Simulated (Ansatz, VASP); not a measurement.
**MgS in VASP and in Ansatz**

The input INCAR:

```
  ALGO = Normal
  EDIFF = 1E-7
  ENCUT = 520
  GGA = PE
  ISIF = 2
  ISMEAR = -1
  LASPH = True
  LCHARG = False
  LREAL = False
  LWAVE = False
  NBANDS = 11
  NELM = 60
  PREC = Accurate
  SIGMA = 0.02
```

Contents of KPOINTS:

```
k-points
0
Gamma
  8 8 8
```

POSCAR

```
MgS
1.0
    0.0000000000      2.6015179370      2.6015179370
    2.6106232498      0.0000000000      2.6015179370
    2.6106232498      2.6015179370      0.0000000000
Mg S
1 1
Direct
    0.0000000000      0.0000000000      0.0000000000
    0.5000000000      0.5000000000      0.5000000000
```

Input for Ansatz:

```yaml
crystal:
  lattice:
    - [0.0, 2.601517937, 2.601517937]
    - [2.6106232498, 0.0, 2.601517937]
    - [2.6106232498, 2.601517937, 0.0]
  atoms:
    - { symbol: Mg, position: [0.0, 0.0, 0.0] }
    - { symbol: S, position: [0.5, 0.5, 0.5] }
kpoints:
  mp_grid: { grid: [8, 8, 8] }
  band_path:
    path:
      - [0.0, 0.0, 0.0]
      - [0.5, 0.0, 0.5]
      - [0.625, 0.25, 0.625]
      - [0.375, 0.375, 0.75]
      - [0.5, 0.5, 0.5]
      - [0.5, 0.25, 0.75]
    npoints: 1
hamiltonian:
  xc: pbe
scf:
  occupations: { method: fermi_dirac, width: 0.02 }
  n_extra_bands: 4
output:
  forces: true
  stress: true
  eigenvalues: true
```

Change from the starting cell: uniaxial_x strain +0.3%.

Alike in both runs: task single point; functional PBE; k mesh 8 × 8 × 8; occupations fermi-dirac, width 0.02 eV; no spin polarisation.

```csv
,VASP,Ansatz
version,VASP 6.6.1,Ansatz 0.2.0
potentials or method,"VASP PAW PBE potentials, release 64 (Mg, S)","plane waves, PAW"
plane-wave cutoff (eV),520,420
valence electrons in the cell,8,16
```

Ansatz gave:

```
gap on the k mesh at the Fermi level (eV)                     : 2.77
pressure (GPa)                                                : 0.9
traceless stress, the component that is largest in VASP (GPa) : -0.24
```

Estimate VASP's values.

gap on the k mesh at the Fermi level (eV): 2.75; pressure (GPa): 0.6; traceless stress, the component that is largest in VASP (GPa): -0.24.

The functional is the same, so the differences come from potentials, cutoffs and numerics. VASP's potentials hold 8 valence electrons a cell and Ansatz's 16, so a difference there can come from the potentials and not from the codes.
